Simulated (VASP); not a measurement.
# TaN (Fm-3m) in VASP: a series of runs

TaN is run at these levels: r2SCAN; tasks: single point, relaxation of cell and atoms.

All numbers are computed with VASP 6.6.1; they aren't measurements. Logs are shortened: lines on timing, memory, paths and dates and some standing lists are left out, and cuts for length are marked.

## 1. The cell of the first run

Symmetry: Fm-3m, No. 225, cubic system. The conventional cell has a = 4.399 Å, b = 4.399 Å, c = 4.399 Å, α = 90.00°, β = 90.00°, γ = 90.00°. Ta (site symmetry m-3m) has 6 N at 2.20 Å within 2.9 Å. Within 2.9 Å of N (site symmetry m-3m) lie 6 Ta at 2.20 Å.

## 2. Single point, r2SCAN

The input, POSCAR:

```
TaN
1.0
    0.0000000000      2.1995286453      2.1995286453
    2.1995286453      0.0000000000      2.1995286453
    2.1995286453      2.1995286453      0.0000000000
Ta N
1 1
Direct
    0.5000000000      0.5000000000      0.5000000000
    0.0000000000      0.0000000000      0.0000000000
```

The input, INCAR.step1:

```
SYSTEM = TaN
PREC = Accurate
ENCUT = 660
ISMEAR = 0
SIGMA = 0.1
LREAL = .FALSE.
LASPH = .TRUE.
NELM = 120
NBANDS = 16
GGA = PE
ALGO = Normal
EDIFF = 1E-5
LWAVE = .TRUE.
LCHARG = .FALSE.
GGA_COMPAT = .FALSE.
```

The input, INCAR.step2:

```
SYSTEM = TaN
PREC = Accurate
ENCUT = 660
EDIFF = 1E-6
ISMEAR = 0
SIGMA = 0.1
LREAL = .FALSE.
LASPH = .TRUE.
NELM = 120
ALGO = Normal
ISIF = 2
LWAVE = .FALSE.
LCHARG = .TRUE.
METAGGA = R2SCAN
LMIXTAU = .TRUE.
LELF = .TRUE.
LVHAR = .TRUE.
NBANDS = 16
ISTART = 1
GGA_COMPAT = .FALSE.
```

The input, KPOINTS:

```
Automatic mesh
0
G
  6 6 6
  0 0 0
```

Potentials or basis: VASP PAW PBE potentials, release 64 (Ta_sv_GW, N).

The run is started by

```bash
$ cat potpaw_PBE.64/Ta_sv_GW/POTCAR potpaw_PBE.64/N/POTCAR > POTCAR
$ cp INCAR.step1 INCAR
$ mpirun -np 1 vasp_std > vasp.out
$ cp INCAR.step2 INCAR
$ mpirun -np 1 vasp_std > vasp.out
```

OUTCAR:

```text
SYSTEM = TaN
   PREC = Accurate
   ENCUT = 660
   EDIFF = 1E-6
   ISMEAR = 0
   LREAL = .FALSE.
   LASPH = .TRUE.
   NELM = 120
   ISIF = 2
   METAGGA = R2SCAN
   ISTART = 1

 ion  position               nearest neighbor table
   1  0.500  0.500  0.500-   2 2.20   2 2.20   2 2.20   2 2.20   2 2.20   2 2.20
   2  0.000  0.000  0.000-   1 2.20   1 2.20   1 2.20   1 2.20   1 2.20   1 2.20

  LATTYP: Found a face centered cubic cell.
 ALAT       =     4.3990572906

  Lattice vectors:

 A1 = (   0.0000000000,   2.1995286453,   2.1995286453)
 A2 = (   2.1995286453,   0.0000000000,   2.1995286453)
 A3 = (   2.1995286453,   2.1995286453,   0.0000000000)

Analysis of symmetry for initial positions (statically):
=====================================================================
 Subroutine PRICEL returns:
 Original cell was already a primitive cell.

 Routine SETGRP: Setting up the symmetry group for a
 face centered cubic supercell.

 Subroutine GETGRP returns: Found 48 space group operations
 (whereof 48 operations were pure point group operations)
 out of a pool of 48 trial point group operations.

The static configuration has the point symmetry O_h .

Analysis of symmetry for dynamics (positions and initial velocities):
=====================================================================
 Subroutine PRICEL returns:
 Original cell was already a primitive cell.

 Routine SETGRP: Setting up the symmetry group for a
 face centered cubic supercell.

 Subroutine GETGRP returns: Found 48 space group operations
 (whereof 48 operations were pure point group operations)
 out of a pool of 48 trial point group operations.

The dynamic configuration has the point symmetry O_h .

 Subroutine INISYM returns: Found 48 space group operations
 (whereof 48 operations are pure point group operations),
 and found     1 'primitive' translations

----------------------------------------------------------------------------------------

                                     Primitive cell

  volume of cell :      21.2823

  direct lattice vectors                    reciprocal lattice vectors
     0.000000000  2.199528645  2.199528645    -0.227321431  0.227321431  0.227321431
     2.199528645  0.000000000  2.199528645     0.227321431 -0.227321431  0.227321431
     2.199528645  2.199528645  0.000000000     0.227321431  0.227321431 -0.227321431

  length of vectors
     3.110603241  3.110603241  3.110603241     0.393732269  0.393732269  0.393732269

  position of ions in fractional coordinates (direct lattice)
     0.500000000  0.500000000  0.500000000
     0.000000000  0.000000000  0.000000000

  ion indices of the primitive-cell ions
   primitive index   ion index
                 1           1
                 2           2

----------------------------------------------------------------------------------------

 KPOINTS: Automatic mesh

Automatic generation of k-mesh.
 Grid dimensions read from file:
 generate k-points for:    6    6    6

 Generating k-lattice:

  Cartesian coordinates                     Fractional coordinates (reciprocal lattice)
    -0.037886905  0.037886905  0.037886905     0.166666667  0.000000000  0.000000000
     0.037886905 -0.037886905  0.037886905     0.000000000  0.166666667  0.000000000
     0.037886905  0.037886905 -0.037886905     0.000000000  0.000000000  0.166666667

  Length of vectors
     0.065622045  0.065622045  0.065622045

  Shift w.r.t. Gamma in fractional coordinates (k-lattice)
     0.000000000  0.000000000  0.000000000

 Subroutine IBZKPT returns following result:
 ===========================================

 Found     16 irreducible k-points:

 Following reciprocal coordinates:
            Coordinates               Weight
  0.000000  0.000000  0.000000      1.000000
  0.166667  0.000000  0.000000      8.000000
  0.333333  0.000000  0.000000      8.000000
  0.500000  0.000000  0.000000      4.000000
  0.166667  0.166667  0.000000      6.000000
  0.333333  0.166667  0.000000     24.000000
[... 8 lines left out ...]
 -0.333333  0.333333  0.166667     24.000000
 -0.333333  0.500000  0.166667     12.000000
   k-points           NKPTS =     16   k-points in BZ     NKDIM =     16   number of bands    NBANDS=     16
   number of dos      NEDOS =    301   number of ions     NIONS =      2
   total plane-waves  NPLWV =  21952
   dimension x,y,z NGX =    28 NGY =   28 NGZ =   28
   dimension x,y,z NGXF=    56 NGYF=   56 NGZF=   56
   ions per type =               1   1
   NGX,Y,Z   is equivalent  to a cutoff of  14.96, 14.96, 14.96 a.u.
   NGXF,Y,Z  is equivalent  to a cutoff of  29.93, 29.93, 29.93 a.u.
 SYSTEM =  TaN
   PREC   = accura    normal or accurate (medium, high low for compatibility)
   ISTART =      1    job   : 0-new  1-cont  2-samecut
   ICHARG =      0    charge: 1-file 2-atom 10-const
   ISPIN  =      1    spin polarized calculation?
   LNONCOLLINEAR =      F non collinear calculations
   LSORBIT =      F    spin-orbit coupling
[... 124 lines left out ...]
      4     -23.4223      2.00000
      5      -4.4911      2.00000
      6       5.0178      2.00000
[... 8 lines left out ...]
     15      27.0039      0.00000
     16      29.5288      0.00000

 k-point     7 :       0.5000    0.1667    0.0000
  band No.  band energies     occupation
      1     -57.7559      2.00000
      2     -24.0701      2.00000
      3     -23.5040      2.00000
      4     -23.4305      2.00000
      5      -3.6263      2.00000
      6       3.9924      2.00000
[... 8 lines left out ...]
     15      24.8464      0.00000
     16      27.6162      0.00000

 k-point     8 :      -0.3333    0.1667    0.0000
  band No.  band energies     occupation
      1     -57.7608      2.00000
      2     -24.0089      2.00000
      3     -23.5387      2.00000
      4     -23.3796      2.00000
      5      -3.6993      2.00000
      6       4.0230      2.00000
[... 8 lines left out ...]
     15      25.7357      0.00000
     16      27.0772      0.00000

 k-point     9 :      -0.1667    0.1667    0.0000
  band No.  band energies     occupation
      1     -57.7854      2.00000
      2     -23.7363      2.00000
      3     -23.4523      2.00000
      4     -23.3229      2.00000
      5      -4.6804      2.00000
      6       5.5290      2.00000
[... 8 lines left out ...]
     15      27.1772      0.00000
     16      28.5830      0.00000

 k-point    10 :       0.3333    0.3333    0.0000
  band No.  band energies     occupation
      1     -57.7611      2.00000
      2     -23.8748      2.00000
      3     -23.5124      2.00000
      4     -23.5124      2.00000
      5      -4.6980      2.00000
      6       5.4445      2.00000
[... 8 lines left out ...]
     15      26.1262      0.00000
     16      30.2489      0.00000

 k-point    11 :       0.5000    0.3333    0.0000
  band No.  band energies     occupation
      1     -57.7464      2.00000
      2     -23.9668      2.00000
      3     -23.6395      2.00000
      4     -23.5329      2.00000
      5      -4.4960      2.00000
      6       5.9965      2.00000
[... 8 lines left out ...]
     15      24.0637      0.00000
     16      29.1874      0.00000

 k-point    12 :      -0.3333    0.3333    0.0000
  band No.  band energies     occupation
      1     -57.7462      2.00000
      2     -23.8711      2.00000
      3     -23.8207      2.00000
      4     -23.4672      2.00000
      5      -3.9749      2.00000
      6       4.9527      2.00000
[... 8 lines left out ...]
     15      25.3541      0.00000
     16      25.4457      0.00000

 k-point    13 :       0.5000    0.5000    0.0000
  band No.  band energies     occupation
      1     -57.7415      2.00000
      2     -24.0301      2.00000
      3     -23.5833      2.00000
      4     -23.5833      2.00000
      5      -4.8909      2.00000
      6       6.7756      2.00000
[... 8 lines left out ...]
     15      23.3333      0.00000
     16      30.9257      0.00000

 k-point    14 :       0.5000    0.3333    0.1667
  band No.  band energies     occupation
      1     -57.7561      2.00000
      2     -23.9216      2.00000
      3     -23.6164      2.00000
      4     -23.4596      2.00000
      5      -4.1373      2.00000
      6       4.9346      2.00000
[... 8 lines left out ...]
     15      25.0812      0.00000
     16      27.5580      0.00000

 k-point    15 :      -0.3333    0.3333    0.1667
  band No.  band energies     occupation
      1     -57.7462      2.00000
      2     -23.9440      2.00000
      3     -23.7050      2.00000
      4     -23.5101      2.00000
      5      -3.9736      2.00000
      6       5.0115      2.00000
[... 8 lines left out ...]
     15      24.6005      0.00000
     16      27.0093      0.00000

 k-point    16 :      -0.3333    0.5000    0.1667
  band No.  band energies     occupation
      1     -57.7414      2.00000
      2     -23.9209      2.00000
      3     -23.6975      2.00000
      4     -23.6050      2.00000
      5      -4.4063      2.00000
      6       6.6350      2.00000
[... 8 lines left out ...]
     15      24.7213      0.00000
     16      28.1327      0.00000

------------------------ aborting loop because EDIFF is reached ----------------------------------------

  FORCE on cell =-STRESS in cart. coord.  units (eV):
  Direction    XX          YY          ZZ          XY          YZ          ZX
  --------------------------------------------------------------------------------------
  -------------------------------------------------------------------------------------
  Total       -0.0310195     -0.0310195     -0.0310195     -0.0000000      0.0000000      0.0000000
  in kB       -2.3352127     -2.3352127     -2.3352127     -0.0000000      0.0000000      0.0000000
  external PRESSURE =      -2.3352127 kB  Pullay stress =       0.0000000 kB

 VOLUME and BASIS-vectors are now :
 -----------------------------------------------------------------------------
  energy-cutoff  :      660.00
  volume of cell :       21.28
      direct lattice vectors                 reciprocal lattice vectors
     0.000000000  2.199528645  2.199528645    -0.227321431  0.227321431  0.227321431
     2.199528645  0.000000000  2.199528645     0.227321431 -0.227321431  0.227321431
     2.199528645  2.199528645  0.000000000     0.227321431  0.227321431 -0.227321431

 POSITION                                       TOTAL-FORCE (eV/Angst)
 -----------------------------------------------------------------------------------
      2.19953      2.19953      2.19953         0.000000     -0.000000     -0.000000
      0.00000      0.00000      0.00000        -0.000000      0.000000      0.000000
 -----------------------------------------------------------------------------------
    total drift:                                0.000000      0.000000      0.000000

  FREE ENERGIE OF THE ION-ELECTRON SYSTEM (eV)
  ---------------------------------------------------
  free  energy   TOTEN  =       -62.1475523709 eV

  energy  without entropy=      -62.1400214411  energy(sigma->0) =      -62.14378691
```

Wall time 35 s (1 thread of Intel Xeon Platinum 8488C (Sapphire Rapids), shared host); peak memory 0.17 GiB.

Results:

```
Free energy            : -62.1476 eV
Pressure               : -0.2 GPa
Band gap on the k mesh : zero (band 9 reaches 15.78 eV, above the bottom of band 10 at 11.71 eV)
```

Caveat: the k points lie up to 0.41 Å⁻¹ apart; the PAW data sets were made with another functional, which shifts forces and pressure a little; spin-orbit coupling is left out, which moves the levels of the heavy elements.

## 3. Relaxation of cell and atoms, r2SCAN

This run uses another cell than the first one, of 10.35 Å³/atom, 0.972 times its volume.

The input, POSCAR:

```
TaN
1.0
    0.0000000000      2.1790000000      2.1790000000
    2.1790000000      0.0000000000      2.1790000000
    2.1790000000      2.1790000000      0.0000000000
Ta N
1 1
Direct
    0.5000000000      0.5000000000      0.5000000000
    0.0000000000      0.0000000000      0.0000000000
```

The input, INCAR.step1:

```
SYSTEM = TaN
ALGO = Normal ; EDIFF = 1E-5
EDIFFG = -0.005 ; ENCUT = 660
GGA = PE ; GGA_COMPAT = .FALSE.
IBRION = 2 ; ISIF = 3
ISMEAR = 0 ; LASPH = .TRUE.
LCHARG = .FALSE. ; LREAL = .FALSE.
LWAVE = .TRUE. ; NELM = 120
NELMIN = 4 ; NSW = 100
PREC = Accurate ; SIGMA = 0.1
```

The input, INCAR.step2:

```
SYSTEM = TaN
ALGO = Normal ; EDIFF = 1E-7
EDIFFG = -0.04 ; ENCUT = 660
GGA_COMPAT = .FALSE. ; IBRION = 2
ISIF = 3 ; ISMEAR = 0
ISTART = 1 ; LASPH = .TRUE.
LCHARG = .FALSE. ; LMIXTAU = .TRUE.
LREAL = .FALSE. ; LWAVE = .FALSE.
METAGGA = R2SCAN ; NELM = 120
NELMIN = 4 ; NSW = 90
PREC = Accurate ; SIGMA = 0.1
```

The input, KPOINTS:

```
k-points
0
G
  6 6 6
  0 0 0
```

Potentials or basis: VASP PAW PBE potentials, release 64 (Ta_sv_GW, N).

The run is started by

```bash
$ cat potpaw_PBE.64/Ta_sv_GW/POTCAR potpaw_PBE.64/N/POTCAR > POTCAR
$ cp INCAR.step1 INCAR
$ mpirun -np 1 vasp_std > vasp.out
$ cp INCAR.step2 INCAR
$ mpirun -np 1 vasp_std > vasp.out
```

Wall time 2.2 min (1 thread of AMD EPYC 9R45 (Zen 5), shared host); peak memory 0.15 GiB.

The run converged. Its results:

| Item | Value |
| --- | --- |
| Free energy | -62.1469 eV |
| Relaxed volume | 10.64 Å³/atom |
| Relaxed cell | a = 3.111 Å, b = 3.111 Å, c = 3.111 Å, α = 60.00°, β = 60.00°, γ = 60.00° |
| Space group after relaxing (to 0.05 Å) | Fm-3m (No. 225) |
| Energy gained by relaxing | 9.0 meV/atom |
| Ionic steps | 3 |
| Pressure after relaxing | -0.2 GPa |
| Band gap on the k mesh | zero (band 9 reaches 15.78 eV, above the bottom of band 10 at 11.71 eV) |

The path:
```tsv
step	energy change (eV)	largest force (eV/Å)	pressure (GPa)	volume (Å³)
1	0.0000	0.0000	10.33	20.69
2	0.0831	0.0000	-20.53	22.75
3	-0.0181	0.0000	-0.23	21.28
```

Final structure:
```yaml
crystal:
  lattice:
    - [0.00000, 2.19956, 2.19956]
    - [2.19956, 0.00000, 2.19956]
    - [2.19956, 2.19956, 0.00000]
  atoms:
    - { symbol: Ta, position: [0.50000, 0.50000, 0.50000] }
    - { symbol: N, position: [0.00000, 0.00000, 0.00000] }
```

Levels at points of the mesh, in eV from the Fermi level:
```tsv
k point	band 7	band 8	band 9	band 10	band 11	band 12
(0.00, 0.00, 0.00)	-4.18	-4.18	-2.19	-2.19	-2.19	0.12
(0.50, 0.00, 0.00)	-8.00	-8.00	1.88	1.88	2.02	3.97
(0.50, 0.50, 0.00)	-5.65	-5.03	-5.03	2.20	3.50	3.50
```

Caveat: the k points lie up to 0.41 Å⁻¹ apart in the final cell; the PAW data sets were made with another functional, which shifts forces and pressure a little; spin-orbit coupling is left out, which moves the levels of the heavy elements.

## 4. Single point, r2SCAN, collinear spin, ferromagnetic start

This run uses another cell than the first one, of 10.35 Å³/atom, 0.972 times its volume.

POSCAR is that of step 3.

The input, INCAR.step1:

```
SYSTEM = TaN
PREC     = Accurate       ! precision mode
ENCUT    = 660            ! plane-wave cutoff, eV
ISMEAR   = 0              ! smearing method
SIGMA    = 0.1            ! smearing width, eV
LREAL    = .False.        ! projectors in reciprocal space
LASPH    = .True.         ! aspherical terms in the spheres
NELM     = 200            ! most SCF steps
ISPIN    = 2              ! spin polarisation
MAGMOM   = 1 0            ! initial moments
LMAXMIX  = 4              ! l up to which the mixer works
NBANDS   = 20             ! bands
GGA      = PE             ! functional
ALGO     = Normal         ! electronic algorithm
EDIFF    = 1E-5           ! SCF threshold, eV
LWAVE    = .True.         ! write WAVECAR
LCHARG   = .False.        ! write CHGCAR
GGA_COMPAT= .False.
```

The input, INCAR.step2:

```
SYSTEM = TaN
PREC     = Accurate       ! precision mode
ENCUT    = 660            ! plane-wave cutoff, eV
EDIFF    = 1E-6           ! SCF threshold, eV
ISMEAR   = 0              ! smearing method
SIGMA    = 0.1            ! smearing width, eV
LREAL    = .False.        ! projectors in reciprocal space
LASPH    = .True.         ! aspherical terms in the spheres
NELM     = 200            ! most SCF steps
ALGO     = Normal         ! electronic algorithm
ISIF     = 2              ! what is computed and relaxed
LWAVE    = .False.        ! write WAVECAR
LCHARG   = .True.         ! write CHGCAR
ISPIN    = 2              ! spin polarisation
MAGMOM   = 1 0            ! initial moments
LORBIT   = 11             ! projections on sites
LMAXMIX  = 4              ! l up to which the mixer works
METAGGA  = R2SCAN         ! meta-GGA
LMIXTAU  = .True.       
LELF     = .True.         ! ELF
LVHAR    = .True.       
NBANDS   = 20             ! bands
ISTART   = 1            
GGA_COMPAT= .False.
```

The input, KPOINTS:

```
regular mesh
0
Gamma
  8 8 8
  0 0 0
```

The run is started by

```bash
$ cat potpaw_PBE.64/Ta_sv_GW/POTCAR potpaw_PBE.64/N/POTCAR > POTCAR
$ cp INCAR.step1 INCAR
$ mpirun -np 1 vasp_std > vasp.out
$ cp INCAR.step2 INCAR
$ mpirun -np 1 vasp_std > vasp.out
```

Wall time 1.8 min (1 thread of Intel Xeon Platinum 8488C (Sapphire Rapids), shared host); peak memory 0.21 GiB.

Results (log left out):

```
Free energy                                           : -62.1672 eV
Pressure                                              : 10.0 GPa
Band gap on the k mesh                                : zero (filled and empty bands overlap)
Net moment                                            : 0.00 μB per cell
Valence electrons inside the program's atomic spheres : Ta 11.28; N 3.82
```

Levels at points of the mesh, in eV from the Fermi level:
Spin up:
```
           k point  band 6  band 7  band 8  band 9  band 10  band 11  band 12  band 13
(0.00, 0.00, 0.00)   -4.29   -4.29   -4.29   -2.29    -2.29    -2.29     0.12     0.12
(0.50, 0.00, 0.00)  -11.11   -8.24   -8.24    1.97     1.97     2.10     4.07     8.09
(0.50, 0.50, 0.00)   -7.20   -5.85   -5.12   -5.12     2.29     3.66     3.66     4.98
```
Spin down:
| k point | band 6 | band 7 | band 8 | band 9 | band 10 | band 11 | band 12 | band 13 |
| --- | --- | --- | --- | --- | --- | --- | --- | --- |
| (0.00, 0.00, 0.00) | -4.29 | -4.29 | -4.29 | -2.29 | -2.29 | -2.29 | 0.12 | 0.12 |
| (0.50, 0.00, 0.00) | -11.11 | -8.24 | -8.24 | 1.97 | 1.97 | 2.10 | 4.07 | 8.09 |
| (0.50, 0.50, 0.00) | -7.20 | -5.85 | -5.12 | -5.12 | 2.29 | 3.66 | 3.66 | 4.98 |

Caveat: the PAW data sets were made with another functional, which shifts forces and pressure a little; spin-orbit coupling is left out, which moves the levels of the heavy elements.

## 5. Overview

```tsv
task	spin	cell	k mesh	gap on the mesh (eV)	pressure (GPa)
single point	off	a = 3.111 Å, angles 60.0°, 2 atoms	6 × 6 × 6	none	-0.2
relaxation of cell and atoms	off	relaxed from a = 3.082 Å, angles 60.0°, 2 atoms	6 × 6 × 6	none	-0.2
single point	collinear, ferromagnetic start	a = 3.082 Å, angles 60.0°, 2 atoms	8 × 8 × 8	none	10.0
```

Alike in all rows: level r2SCAN; potentials or basis VASP PAW PBE potentials, release 64 (Ta_sv_GW, N); cutoff (eV) 660; smearing gaussian 0.1 eV.

Caveats: some runs use coarse meshes; the PAW data sets were made with another functional, which shifts forces and pressure a little; spin-orbit coupling is left out, which moves the levels of the heavy elements.

Absolute energies hang on the potentials; compare differences alone.
